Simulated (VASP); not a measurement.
# Ir: single point with r2SCAN

Ir:

```
Ir
1.0
     2.72947    0.00000    0.00000
    -1.36473    2.36379    0.00000
     0.00000    0.00000    4.42098
Ir
2
Direct
  0.33333 0.66667 0.75000
  0.66667 0.33333 0.25000
```

| Property | Result |
| --- | --- |
| Program | VASP 6.6.1 |
| Task | single point |
| Functional | r2SCAN |
| Potentials or basis | VASP PAW PBE potentials, release 64 (Ir) |
| Cutoff | 520 eV |
| k mesh | 18 × 18 × 10 |
| Occupations | gaussian, width 0.05 eV |
| Spin | no spin polarisation |

```json
{"Pressure": "2.5 GPa", "Band gap on the k mesh": "zero (band 9 reaches 11.16 eV, above the bottom of band 10 at 7.74 eV)"}
```

Stress tensor (GPa, compression positive):
```
2.40 0.00 0.00
0.00 2.40 0.00
0.00 0.00 2.58
```

Levels at points of the mesh, in eV from the Fermi level:
```tsv
k point	band 6	band 7	band 8	band 9	band 10	band 11	band 12	band 13
(0.00, 0.00, 0.00)	-3.29	-3.29	-2.49	-2.49	-0.77	0.26	0.26	7.40
(0.50, 0.00, 0.00)	-3.54	-3.08	0.71	0.97	1.14	3.05	4.58	8.67
(0.00, 0.00, 0.50)	-4.10	-4.10	-4.10	-0.51	-0.51	-0.51	-0.51	14.39
(0.50, 0.00, 0.50)	-2.22	-0.98	-0.98	0.96	0.96	2.09	2.09	8.02
```

Wall time 2.1 min on 1 thread of Intel(R) Xeon(R) 6975P-C (Granite Rapids), with other jobs on the host, peak memory 0.21 GiB.

Caveat: the PAW data sets were made with another functional, which shifts forces and pressure a little; spin-orbit coupling is left out, which moves the levels of the heavy elements.
